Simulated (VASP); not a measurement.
# Al32H (a cell with a defect) in VASP: single point with PBEsol

Aim: the single point of Al32H (a cell with a defect) with PBEsol.

Everything below comes from runs of VASP 6.6.1. Logs are shortened: lines on timing, memory, paths and dates and some standing lists are left out, and cuts for length are marked.

## (1) The cell of the first run

The cell holds a defect, 33 atoms: a = 8.100 Å, b = 8.100 Å, c = 8.100 Å, α = 90.00°, β = 90.00°, γ = 90.00°.

## (2) Single point, PBEsol

Input file INCAR:

```
PREC = Accurate
ENCUT = 520
EDIFF = 1E-6
ISMEAR = 0
SIGMA = 0.1
LREAL = Auto
LASPH = T
NELM = 100
ALGO = Normal
ISIF = 2
LWAVE = F
LCHARG = T
GGA = PS
LELF = T
LVHAR = T
NBANDS = 70
```

Input file KPOINTS:

```
regular mesh
0
Gamma
  3 3 3
```

Input file POSCAR:

```
Al32H
1.0
    8.1000000000      0.0000000000      0.0000000000
    0.0000000000      8.1000000000      0.0000000000
    0.0000000000      0.0000000000      8.1000000000
Al H
32 1
Direct
    0.5008404938     -0.0006143210      0.0006065432
    0.7505722222      0.2490645679      0.0005939506
    0.7408270370      0.0092264198      0.2592479012
    0.0092337037      0.0091746914     -0.0091620988
    0.2523116049      0.2523329630     -0.0005101235
    0.4976711111      0.4976917284     -0.0005191358
    0.7408102469      0.7407482716     -0.0092303704
    0.2489959259     -0.0005882716      0.2494003704
    0.4976803704      0.2523016049      0.2505109877
    0.7505707407      0.5009369136      0.2493883951
    0.4976711111      0.0005141975      0.5023037037
    0.7494762963      0.2523339506      0.5023269136
    0.7505754321     -0.0006049383      0.7509108642
   -0.0006345679      0.5009162963      0.0005932099
    0.2489887654      0.7505919753      0.0005802469
   -0.0006366667      0.2491030864      0.2493855556
    0.2523048148      0.4976762963      0.2505001235
    0.5008297531      0.7506186420      0.2493739506
   -0.0006316049     -0.0005980247      0.4990667901
    0.2497862963      0.2498135802      0.4998041975
    0.5001551852      0.5001823457      0.4998122222
    0.7505675309      0.7506009877      0.4990390123
    0.2523058025      0.0005074074      0.7476680247
    0.5001522222      0.2498245679      0.7501695062
    0.7494741975      0.4976744444      0.7476670370
    0.0092049383      0.7408454321      0.2591674074
    0.0004932099      0.4976933333      0.5023022222
    0.2523106173      0.7494975309      0.5023249383
    0.0004971605      0.2523009877      0.7476941975
    0.2497883951      0.5001882716      0.7501785185
    0.4976803704      0.7494845679      0.7476935802
   -0.0006395062      0.7506100000      0.7508793827
    0.8741586420      0.8750508642      0.1247460494
```

Potentials or basis: VASP PAW PBE potentials, release 64 (Al, H).

Command:

```
$ cat potpaw_PBE.64/Al/POTCAR potpaw_PBE.64/H/POTCAR > POTCAR
$ mpirun -np 1 vasp_std > vasp.out
```

OUTCAR:

```text
PREC = Accurate
   ENCUT = 520
   EDIFF = 1E-6
   ISMEAR = 0
   LREAL = Auto
   LASPH = T
   NELM = 100
   ISIF = 2
   GGA = PS

 ion  position               nearest neighbor table
   1  0.501  0.999  0.001-  18 2.85   7 2.86   3 2.86   2 2.86  13 2.86   8 2.87  15 2.87  24 2.87
                            23 2.87   5 2.87  31 2.88   9 2.88
   2  0.751  0.249  0.001-  16 2.85   3 2.86   4 2.86  13 2.86   1 2.86  14 2.87  10 2.87  24 2.87
                             6 2.87  25 2.87   9 2.88  29 2.88
   3  0.741  0.009  0.259-  33 1.88  12 2.79  11 2.79   9 2.79  19 2.86  16 2.86  22 2.86   2 2.86
                            18 2.86   1 2.86  26 3.07   4 3.07   7 3.08
   4  0.009  0.009  0.991-  33 1.89   5 2.79  23 2.79  29 2.79   8 2.86  15 2.86  16 2.86  32 2.86
                             2 2.86  13 2.86  26 3.07   3 3.07   7 3.07
   5  0.252  0.252  0.999-   4 2.79   6 2.81  17 2.84   9 2.84  24 2.85  30 2.85   1 2.87  14 2.87
                             8 2.88  16 2.88  29 2.88  23 2.88
   6  0.498  0.498  0.999-   7 2.79   5 2.81  17 2.84   9 2.84  24 2.85  30 2.85   2 2.87  15 2.87
                            10 2.88  18 2.88  31 2.88  25 2.88
   7  0.741  0.741  0.991-  33 1.88  25 2.79   6 2.79  31 2.79  14 2.86  10 2.86  32 2.86  13 2.86
                            18 2.86   1 2.86  26 3.07   4 3.07   3 3.08
   8  0.249  0.999  0.249-  15 2.85   4 2.86  26 2.86  19 2.86  16 2.86  18 2.87   1 2.87  20 2.87
                             9 2.87  11 2.87   5 2.88  28 2.88
   9  0.498  0.252  0.251-   3 2.79  17 2.81   5 2.84   6 2.84  21 2.85  20 2.85  10 2.87   8 2.87
[... 32 lines left out ...]
                            14 2.88  32 2.88  31 2.88   6 2.88
  26  0.009  0.741  0.259-  33 1.89  28 2.79  17 2.79  27 2.79   8 2.86  15 2.86  19 2.86  14 2.86
                            22 2.86  10 2.86   4 3.07   3 3.07   7 3.07
  27  0.000  0.498  0.502-  26 2.79  29 2.81  12 2.84  25 2.84  30 2.85  20 2.85  32 2.87  16 2.87
                            22 2.88  10 2.88  17 2.88  28 2.88
  28  0.252  0.749  0.502-  26 2.79  31 2.81  23 2.84  11 2.84  21 2.85  30 2.85  18 2.87  32 2.87
                             8 2.88  19 2.88  27 2.88  17 2.88
  29  0.000  0.252  0.748-   4 2.79  27 2.81  12 2.84  25 2.84  30 2.85  20 2.85  14 2.87  19 2.87
                             2 2.88  13 2.88  23 2.88   5 2.88
  30  0.250  0.500  0.750-  28 2.85   5 2.85  27 2.85  29 2.85   6 2.85  31 2.85  24 2.87  21 2.87
                            20 2.87  15 2.87  14 2.87  32 2.87
  31  0.498  0.749  0.748-   7 2.79  28 2.81  23 2.84  11 2.84  21 2.85  30 2.85  22 2.87  15 2.87
                            13 2.88   1 2.88   6 2.88  25 2.88
  32  0.999  0.751  0.751-  13 2.85   7 2.86   4 2.86  15 2.86  14 2.86  19 2.87  22 2.87  30 2.87
                            27 2.87  28 2.87  25 2.88  23 2.88
  33  0.874  0.875  0.125-   7 1.88   3 1.88   4 1.89  26 1.89

  LATTYP: Found a simple cubic cell.
 ALAT       =     8.1000000000

  Lattice vectors:

 A1 = (   8.1000000000,   0.0000000000,   0.0000000000)
 A2 = (   0.0000000000,   8.1000000000,   0.0000000000)
 A3 = (   0.0000000000,   0.0000000000,   8.1000000000)

Analysis of symmetry for initial positions (statically):
=====================================================================
 Subroutine PRICEL returns:
 Original cell was already a primitive cell.

 Routine SETGRP: Setting up the symmetry group for a
 simple cubic supercell.

 Subroutine GETGRP returns: Found  1 space group operations
 (whereof  1 operations were pure point group operations)
 out of a pool of 48 trial point group operations.

The static configuration has the point symmetry C_1 .

Analysis of symmetry for dynamics (positions and initial velocities):
=====================================================================
 Subroutine PRICEL returns:
 Original cell was already a primitive cell.

 Routine SETGRP: Setting up the symmetry group for a
 simple cubic supercell.

 Subroutine GETGRP returns: Found  1 space group operations
 (whereof  1 operations were pure point group operations)
 out of a pool of 48 trial point group operations.

The dynamic configuration has the point symmetry C_1 .

 Subroutine INISYM returns: Found  1 space group operations
 (whereof  1 operations are pure point group operations),
 and found     1 'primitive' translations

----------------------------------------------------------------------------------------

                                     Primitive cell

  volume of cell :     531.4410
[... 91 lines left out ...]
     0.041152263  0.000000000  0.000000000     0.333333333  0.000000000  0.000000000
     0.000000000  0.041152263  0.000000000     0.000000000  0.333333333  0.000000000
     0.000000000  0.000000000  0.041152263     0.000000000  0.000000000  0.333333333

  Length of vectors
     0.041152263  0.041152263  0.041152263

  Shift w.r.t. Gamma in fractional coordinates (k-lattice)
     0.000000000  0.000000000  0.000000000

 Subroutine IBZKPT returns following result:
 ===========================================

 Found     14 irreducible k-points:

 Following reciprocal coordinates:
            Coordinates               Weight
  0.000000  0.000000  0.000000      1.000000
  0.333333  0.000000  0.000000      2.000000
  0.000000  0.333333  0.000000      2.000000
  0.000000  0.000000  0.333333      2.000000
  0.333333  0.333333  0.000000      2.000000
  0.000000  0.333333  0.333333      2.000000
  0.333333  0.000000  0.333333      2.000000
 -0.333333  0.333333  0.000000      2.000000
 -0.333333  0.000000  0.333333      2.000000
  0.000000 -0.333333  0.333333      2.000000
  0.333333  0.333333  0.333333      2.000000
 -0.333333  0.333333  0.333333      2.000000
 -0.333333 -0.333333  0.333333      2.000000
  0.333333 -0.333333  0.333333      2.000000
   k-points           NKPTS =     14   k-points in BZ     NKDIM =     14   number of bands    NBANDS=     70
   number of dos      NEDOS =    301   number of ions     NIONS =     33
   total plane-waves  NPLWV = 216000
   dimension x,y,z NGX =    60 NGY =   60 NGZ =   60
   dimension x,y,z NGXF=   120 NGYF=  120 NGZF=  120
   ions per type =              32   1
   NGX,Y,Z   is equivalent  to a cutoff of  12.31, 12.31, 12.31 a.u.
   NGXF,Y,Z  is equivalent  to a cutoff of  24.63, 24.63, 24.63 a.u.
 SYSTEM =  unknown system
   PREC   = accura    normal or accurate (medium, high low for compatibility)
   ISTART =      0    job   : 0-new  1-cont  2-samecut
   ICHARG =      2    charge: 1-file 2-atom 10-const
   ISPIN  =      1    spin polarized calculation?
   LNONCOLLINEAR =      F non collinear calculations
   LSORBIT =      F    spin-orbit coupling
   LASPH  =      T    aspherical Exc in radial PAW
   ENCUT  =  520.0 eV  38.22 Ry    6.18 a.u.  15.06 15.06 15.06*2*pi/ulx,y,z
   NELM   =    100;   NELMIN=  2; NELMDL= -5     # of ELM steps
   EDIFF  = 0.1E-05   stopping-criterion for ELM
   LREAL  =      T    real-space projection
   EDIFFG = 0.1E-04   stopping-criterion for IOM
   NSW    =      0    number of steps for IOM
   IBRION =     -1    ionic relax: 0-MD 1-quasi-New 2-CG
   NFREE  =      0    steps in history (QN), initial steepest desc. (CG)
   ISIF   =      2    stress and relaxation
   ISYM   =      2    0-nonsym 1-usesym 2-fastsym
   POTIM  = 0.5000    time-step for ionic-motion
   TEBEG  =    0.0;   TEEND  =   0.0 temperature during run
   PSTRESS=    0.0 pullay stress
   NELECT =      97.0000    total number of electrons
   NUPDOWN=      -1.0000    fix difference up-down
   EMIN   =  10.00;   EMAX   =-10.00  energy-range for DOS
   EFERMI =   0.00;   METHOD = LEGACY
   ISMEAR =     0;   SIGMA  =   0.10  broadening in eV -4-tet -1-fermi 0-gaus
   EFERMI_NEDOS =   21; number of points for ismear=-14 and -15
   IALGO  =     38    algorithm
   IMIX   =      4    mixing-type and parameters
     AMIX     =   0.40;   BMIX     =  1.00
     AMIX_MAG =   1.60;   BMIX_MAG =  1.00
  volume/ion in A,a.u.               =      16.10       108.68
  Fermi-wavevector in a.u.,A,eV,Ry     =   0.928639  1.754874 11.733269  0.862371
  Thomas-Fermi vector in A             =   2.054837
   LORBIT       =      0    0 simple, 1 ext, 2 COOP (PROOUT), +10 PAW based schemes
   GGA     = PS    functional components
   LHFCALC =     F    Hartree Fock is set to
   AEXX    =    0.0000 exact exchange contribution
   IVDW    =     0    specifies the selected vdW correction
   LEPSILON=     F    determine dielectric tensor
   LRPA    =     F    only Hartree local field effects (RPA)
 non-spin polarized calculation
 Gauss-broadening in eV      SIGMA  =   0.10
  energy-cutoff  :      520.00
  volume of cell :      531.44
 maximum number of plane-waves:     14358
   NGX = 31   NGY = 31   NGZ = 31

 number of electron      96.9999998 magnetization

 Free energy of the ion-electron system (eV)
  ---------------------------------------------------
  ext. energy  EPLUGINS =         0.00000000
  ---------------------------------------------------
  free energy    TOTEN  =      -134.40377756 eV

  energy without entropy =     -134.37134263  energy(sigma->0) =     -134.38756009

 E-fermi :   7.7667     XC(G=0): -10.2545

 val. band max:        7.6630048815   @ k =  -0.3333  -0.3333   0.3333
 cond. band min:       7.7889224027   @ k =   0.0000   0.0000   0.3333
 fundamental gap:      0.1259175212
 Fermi energy:         7.7666578812

 k-point     1 :       0.0000    0.0000    0.0000
  band No.  band energies     occupation
      1      -3.3144      2.00000
      2      -1.6329      2.00000
      3      -0.9717      2.00000
      4      -0.9714      2.00000
      5      -0.9710      2.00000
      6      -0.9658      2.00000
[... 871 lines left out ...]
     59       9.6968      0.00000
     60       9.6970      0.00000
 [bands above 60 left out]

------------------------ aborting loop because EDIFF is reached ----------------------------------------

  FORCE on cell =-STRESS in cart. coord.  units (eV):
  Direction    XX          YY          ZZ          XY          YZ          ZX
  --------------------------------------------------------------------------------------
  -------------------------------------------------------------------------------------
  Total       -3.2796222     -3.2796830     -3.2791771      0.0066949      0.0242009     -0.0003048
  in kB       -9.8873373     -9.8875204     -9.8859952      0.0201837      0.0729605     -0.0009189
  external PRESSURE =      -9.8869509 kB  Pullay stress =       0.0000000 kB

 VOLUME and BASIS-vectors are now :
 -----------------------------------------------------------------------------
  energy-cutoff  :      520.00
  volume of cell :      531.44
      direct lattice vectors                 reciprocal lattice vectors
     8.100000000  0.000000000  0.000000000     0.123456790  0.000000000  0.000000000
     0.000000000  8.100000000  0.000000000     0.000000000  0.123456790  0.000000000
     0.000000000  0.000000000  8.100000000     0.000000000  0.000000000  0.123456790

 POSITION                                       TOTAL-FORCE (eV/Angst)
 -----------------------------------------------------------------------------------
      4.05681      8.09502      0.00491         0.004176      0.000459     -0.000283
      6.07963      2.01742      0.00481        -0.000984     -0.003410     -0.001387
      6.00070      0.07473      2.09991        -0.001543     -0.000634     -0.001552
      0.07479      0.07432      8.02579        -0.006734     -0.004235      0.003728
      2.04372      2.04390      8.09587         0.001369      0.001158     -0.008356
      4.03114      4.03130      8.09580        -0.001647     -0.001820     -0.008099
[... 25 lines left out ...]
      8.09482      6.07994      6.08212         0.001043     -0.000457      0.003053
      7.08069      7.08791      1.01044         0.016978     -0.000800      0.005044
 -----------------------------------------------------------------------------------
    total drift:                               -0.003187     -0.000681     -0.000776

  FREE ENERGIE OF THE ION-ELECTRON SYSTEM (eV)
  ---------------------------------------------------
  free  energy   TOTEN  =      -134.4037775627 eV

  energy  without entropy=     -134.3713426256  energy(sigma->0) =     -134.38756009
```

Wall time 4.8 min (1 thread of Intel Xeon 6975P-C (Granite Rapids), shared host); peak memory 0.65 GiB.

Results:

```yaml
Free_energy: -134.4038 eV
Pressure: -1.0 GPa
Largest_force: 0.018 eV/Å
Band_gap_on_the_k_mesh: zero (an odd number of electrons rules out a gap without spin polarisation)
```

Forces on the atoms (eV/Å):
```
Al   0.004  0.000  0.000
Al  -0.001 -0.003 -0.001
Al  -0.002 -0.001 -0.002
Al  -0.007 -0.004  0.004
Al   0.001  0.001 -0.008
Al  -0.002 -0.002 -0.008
Al  -0.003 -0.001 -0.002
Al  -0.002  0.002  0.002
Al  -0.002  0.002  0.008
Al  -0.001  0.003  0.001
Al  -0.002  0.008  0.002
Al  -0.008  0.001  0.001
Al  -0.001  0.001  0.004
Al   0.002  0.003 -0.001
Al  -0.002 -0.002 -0.002
Al   0.001 -0.003  0.001
Al   0.001 -0.001  0.009
Al   0.004  0.000  0.001
Al   0.002  0.001 -0.003
Al   0.002  0.002  0.002
Al  -0.003 -0.003  0.003
Al  -0.001 -0.002 -0.004
Al   0.001  0.008 -0.001
Al  -0.003  0.003 -0.003
Al  -0.008 -0.002 -0.002
Al  -0.008  0.006 -0.007
Al   0.009 -0.001  0.001
Al   0.001 -0.009  0.001
Al   0.009  0.002 -0.002
Al   0.002 -0.002 -0.002
Al  -0.002 -0.008 -0.002
Al   0.001  0.000  0.003
H    0.017 -0.001  0.005
```

Levels at points of the mesh, in eV from the Fermi level:
| k point | band 46 | band 47 | band 48 | band 49 | band 50 | band 51 |
| --- | --- | --- | --- | --- | --- | --- |
| (0.00, 0.00, 0.00) | 0.24 | 0.24 | 0.24 | 0.31 | 0.31 | 0.31 |

Caveat: the PAW data sets were made with another functional, which shifts forces and pressure a little.

The gap in the log of VASP goes by the Fermi energy; the results here count the filled bands.